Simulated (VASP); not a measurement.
A run of VASP 6.6.1 is set up as follows.

Contents of INCAR:

```
PREC = Accurate
ENCUT = 500
EDIFF = 1E-6
ISMEAR = -1
SIGMA = 0.1
LREAL = False
LASPH = True
NELM = 120
ALGO = Normal
ISIF = 2
LWAVE = False
LCHARG = False
GGA = PS
NBANDS = 13
GGA_COMPAT = False
```

The input KPOINTS:

```
Automatic mesh
0
Gamma
  10 10 10
```

The input POSCAR:

```
Se
1.0
    0.0000000000      3.0266829431      3.0266829431
    3.0266829431      0.0000000000      3.0266829431
    3.0266829431      3.0266829431      0.0000000000
Se
2
Direct
    0.1250000000      0.1250000000      0.1250000000
    0.8750000000      0.8750000000      0.8750000000
```

Potentials or basis: VASP PAW PBE potentials, release 64 (Se).

Run with:

```sh
$ cat potpaw_PBE.64/Se/POTCAR > POTCAR
$ mpirun -np 1 vasp_std > vasp.out
```

Question: What does it give for the band gap on the k mesh?

Answer: Zero (band 6 reaches 3.37 eV, above the bottom of band 7 at 2.16 eV).

Question: Estimate the pressure.

Answer: 4.4 GPa.

Caveat: the PAW data sets were made with another functional, which shifts forces and pressure a little.
